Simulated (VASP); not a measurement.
Set up this calculation in VASP 6.6.1, as the native input.

- Task: single point
- Functional: PBE
- Potentials or basis: VASP PAW PBE potentials, release 64 (Cu, O)
- Cutoff: 520 eV
- k mesh: 16 × 16 × 16
- Occupations: gaussian, width 0.15 eV
- Spin: no spin polarisation
- Dipole correction: no
- Further INCAR settings: ALGO = Normal; EDIFF = 1e-06; NBANDS = 30

The structure of Cu3O2 lies in POSCAR:

```
Cu3O2
1.0
   -2.0333558518      2.0333558518      3.6697948022
    2.0333558518     -2.0333558518      3.6697948022
    2.0333558518      2.0333558518     -3.6697948022
Cu O
3 2
Direct
    0.2500000000      0.7500000000      0.5000000000
    0.7500000000      0.2500000000      0.5000000000
    0.0000000000      0.0000000000      0.0000000000
   -0.0260815187      0.5260815187      0.5000000000
    0.4739184813      0.0260815187      0.5000000000
```

This cell differs from its parent crystal: all O atoms moved +0.150 Å, as atom 4 along Cartesian [1 -1 0].

The input as run:

INCAR

```
SYSTEM = Cu3O2
PREC = Accurate
ENCUT = 520
EDIFF = 1E-6
ISMEAR = 0
SIGMA = 0.15
LREAL = .False.
LASPH = .True.
NELM = 100
ALGO = Normal
ISIF = 2
LWAVE = .False.
LCHARG = .True.
GGA = PE
LELF = .True.
LVHAR = .True.
NBANDS = 30
```

KPOINTS

```
Automatic mesh
0
Gamma
  16 16 16
  0 0 0
```

Potentials or basis: VASP PAW PBE potentials, release 64 (Cu, O).

Command:

```bash
$ cat potpaw_PBE.64/Cu/POTCAR potpaw_PBE.64/O/POTCAR > POTCAR
$ mpirun -np 1 vasp_std > vasp.out
```

Results of the run:

```
Pressure               : 1.5 GPa
Largest force          : 1.075 eV/Å
Band gap on the k mesh : zero (an odd number of electrons rules out a gap without spin polarisation)
```

Caveat: the cell differs from its parent crystal (all O atoms moved +0.150 Å, as atom 4 along Cartesian [1 -1 0]); forces of over 1 eV/Å act on the atoms, so gaps and moduli don't describe the material at rest.

It took 33 min on 1 thread of Intel Xeon 8259CL, on a shared host, peak memory 0.92 GiB.
